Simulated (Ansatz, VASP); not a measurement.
**Two plane-wave programs on Hf2N**

Contents of INCAR:

```
SYSTEM = Hf2N
ALGO = Normal
EDIFF = 1E-6
ENCUT = 520
GGA = PS
ISIF = 2
ISMEAR = 0
LASPH = .TRUE.
LCHARG = .FALSE.
LREAL = .FALSE.
LWAVE = .FALSE.
NBANDS = 62
NELM = 80
PREC = Accurate
SIGMA = 0.15
```

File KPOINTS:

```
k-points
0
G
  9 14 5
  0 0 0
```

POSCAR

```
Hf2N
1.0
    0.0000000000     -5.2955389246      0.0000000000
    0.0000000000      0.0000000000     -3.2274489833
   10.5910778492      0.0000000000      0.0000000000
Hf N
8 4
Direct
    0.7045366981      0.0000000000      0.1477316510
    0.7045366981      0.0000000000      0.6477316510
    0.2954633019      1.0000000000      0.3522683490
    0.2954633019      1.0000000000      0.8522683490
    0.7954633019      0.5000000000      0.3977316510
    0.7954633019      0.5000000000      0.8977316510
    0.2045366981      0.5000000000      0.1022683490
    0.2045366981      0.5000000000      0.6022683490
    1.0000000000      0.0000000000      0.0000000000
    1.0000000000      0.0000000000      0.5000000000
    0.5000000000      0.5000000000      0.2500000000
    0.5000000000      0.5000000000      0.7500000000
```

Input for Ansatz:

```yaml
crystal:
  lattice:
    - [0.0, -5.2955389246, 0.0]
    - [0.0, 0.0, -3.2274489833]
    - [10.5910778492, 0.0, 0.0]
  atoms:
    - { symbol: Hf, position: [0.7045366981, 0.0, 0.147731651] }
    - { symbol: Hf, position: [0.7045366981, 0.0, 0.647731651] }
    - { symbol: Hf, position: [0.2954633019, 1.0, 0.352268349] }
    - { symbol: Hf, position: [0.2954633019, 1.0, 0.852268349] }
    - { symbol: Hf, position: [0.7954633019, 0.5, 0.397731651] }
    - { symbol: Hf, position: [0.7954633019, 0.5, 0.897731651] }
    - { symbol: Hf, position: [0.2045366981, 0.5, 0.102268349] }
    - { symbol: Hf, position: [0.2045366981, 0.5, 0.602268349] }
    - { symbol: "N", position: [1.0, 0.0, 0.0] }
    - { symbol: "N", position: [1.0, 0.0, 0.5] }
    - { symbol: "N", position: [0.5, 0.5, 0.25] }
    - { symbol: "N", position: [0.5, 0.5, 0.75] }
basis:
  ecutwfc: 420
kpoints:
  mp_grid: { grid: [9, 14, 5] }
hamiltonian:
  xc: pbesol
scf:
  occupations: { method: gaussian, width: 0.15 }
output:
  forces: true
  stress: true
  eigenvalues: true
```

Alike in both runs: task single point; functional PBEsol; k mesh 9 × 14 × 5; occupations gaussian, width 0.15 eV; no spin polarisation.

```csv
,VASP,Ansatz
version,VASP 6.6.1,Ansatz 0.2.0
potentials or method,"VASP PAW PBE potentials, release 64 (Hf_pv, N), cutoff 520 eV","scalar-relativistic, plane waves, PAW"
valence electrons in the cell,100,228
```

Ansatz gave:

- gap on the k mesh at the Fermi level (eV): none
- pressure (GPa): 0.0
- traceless stress, the component that is largest in VASP (GPa): -0.02
- rms of the force components (eV/Å): 0.005

Question: What did VASP give for the same quantities?

Answer: gap on the k mesh at the Fermi level (eV): none; pressure (GPa): -1.0; traceless stress, the component that is largest in VASP (GPa): -0.13; rms of the force components (eV/Å): 0.002.

VASP's potentials were made for PBE, not for PBEsol. Atom by atom the forces differ by 0.004 eV/Å (rms over components). A gap of «none» marks a metal or a gap that the smearing closes. With one functional, cell and mesh, what is left measures potentials, basis and numerics. VASP's potentials hold 100 valence electrons a cell and Ansatz's 228, so a difference there can come from the potentials and not from the codes.

Spin-orbit coupling is off throughout.
